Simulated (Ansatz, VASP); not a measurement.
One calculation of SnTe, two programs

```
CELL_PARAMETERS angstrom
4.20187 0.00000 0.00000
-2.10093 3.63892 0.00000
0.00000 0.00000 11.97665
ATOMIC_POSITIONS crystal
Sn 0.00000 0.00000 0.81363
Sn 0.00000 0.00000 0.18637
Te 0.33333 0.66667 0.67354
Te 0.66667 0.33333 0.32646
```

Change from the starting cell: species swapped into the SnP type (P-3m1, No. 164).

Alike in both runs: task relaxation of cell and atoms; functional PBE; k mesh 6 × 6 × 4; occupations gaussian, width 0.02 eV; no spin polarisation.

|  | VASP | Ansatz |
| --- | --- | --- |
| version | VASP 6.6.1 | Ansatz 0.2.0 |
| potentials or method | VASP PAW PBE potentials, release 64 (Sn_d, Te), cutoff 600 eV | scalar-relativistic, plane waves, PAW |
| valence electrons in the cell | 40 | 60 |

Ansatz gave:

```
gap on the k mesh at the Fermi level, each at its own relaxed structure (eV) : 0.97
relaxed volume (Å³/atom)                                                     : 45.99
relaxed cell length with the largest relative difference (Å)                 : 4.208
```

**Question.** Which values does VASP return?

**Answer.** gap on the k mesh at the Fermi level, each at its own relaxed structure (eV): 0.95; relaxed volume (Å³/atom): 45.87; relaxed cell length with the largest relative difference (Å): 4.204.

VASP's potentials hold 40 valence electrons a cell and Ansatz's 60, so a difference there can come from the potentials and not from the codes.

Spin-orbit coupling is off throughout.
